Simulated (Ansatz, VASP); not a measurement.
## Co in VASP and in Ansatz

INCAR

```
SYSTEM = Co
PREC     = Accurate       ! precision mode
ENCUT    = 520            ! plane-wave cutoff, eV
EDIFF    = 1E-6           ! SCF threshold, eV
ISMEAR   = 0              ! smearing method
SIGMA    = 0.05           ! smearing width, eV
LREAL    = .FALSE.        ! projectors in reciprocal space
LASPH    = .TRUE.         ! aspherical terms in the spheres
NELM     = 150            ! most SCF steps
ALGO     = Normal         ! electronic algorithm
ISIF     = 2              ! what is computed and relaxed
LWAVE    = .FALSE.        ! write WAVECAR
LCHARG   = .TRUE.         ! write CHGCAR
ISPIN    = 2              ! spin polarisation
MAGMOM   = 1.5 -1.5       ! initial moments
LORBIT   = 11             ! projections on sites
LMAXMIX  = 4              ! l up to which the mixer works
GGA      = PE             ! functional
LELF     = .TRUE.         ! ELF
LVHAR    = .TRUE.       
NBANDS   = 20             ! bands
```

KPOINTS

```
regular mesh
0
G
  20 20 10
  0 0 0
```

The input POSCAR:

```
Co
1.0
    0.0000000000      2.8094906424      0.0000000000
    2.8094906424      0.0000000000      0.0000000000
    2.8094906424      2.8094906424     -2.8094906424
Co
2
Direct
    0.0000000000      0.0000000000      0.0000000000
    0.0000000000      0.0000000000      0.5000000000
```

Input for Ansatz:

```yaml
crystal:
  lattice:
    - [0.0, 2.8094906424, 0.0]
    - [2.8094906424, 0.0, 0.0]
    - [2.8094906424, 2.8094906424, -2.8094906424]
  atoms:
    - { symbol: Co, position: [0.0, 0.0, 0.0], spin: 1.5 }
    - { symbol: Co, position: [0.0, 0.0, 0.5], spin: -1.5 }
basis:
  ecutwfc: 420
  ecutrho_ratio: 4
kpoints:
  mp_grid: { grid: [20, 20, 10] }
hamiltonian:
  xc: pbe
scf:
  occupations: { method: gaussian, width: 0.05 }
output:
  forces: true
  stress: true
  eigenvalues: true
  populations: true
magnetization:
  spin_polarized: true
```

Alike in both runs: task single point; functional PBE; k mesh 20 × 20 × 10; occupations gaussian, width 0.05 eV; collinear spin.

|  | VASP | Ansatz |
| --- | --- | --- |
| version | VASP 6.6.1 | Ansatz 0.2.0 |
| potentials or method | VASP PAW PBE potentials, release 64 (Co), cutoff 520 eV | scalar-relativistic, plane waves, PAW |
| valence electrons in the cell | 18 | 34 |

```tsv
	VASP	Ansatz	Ansatz less VASP
gap on the k mesh at the Fermi level (eV)	none	none	-
pressure (GPa)	-8.6	0.0	+8.58
net moment per atom (μB)	0.00	1.74	+1.742
size of the moment on the site where the two differ most (μB)	0.85	1.81	+0.955
```

The net moments are unlike, so the other rows may belong to different states. Site moments also hang on the region over which each program counts them. A gap of «none» marks a metal or a gap that the smearing closes. VASP's potentials hold 18 valence electrons a cell and Ansatz's 34, so a difference there can come from the potentials and not from the codes. Ansatz's warnings: look outside group, seeded moment not kept, stability check not made.
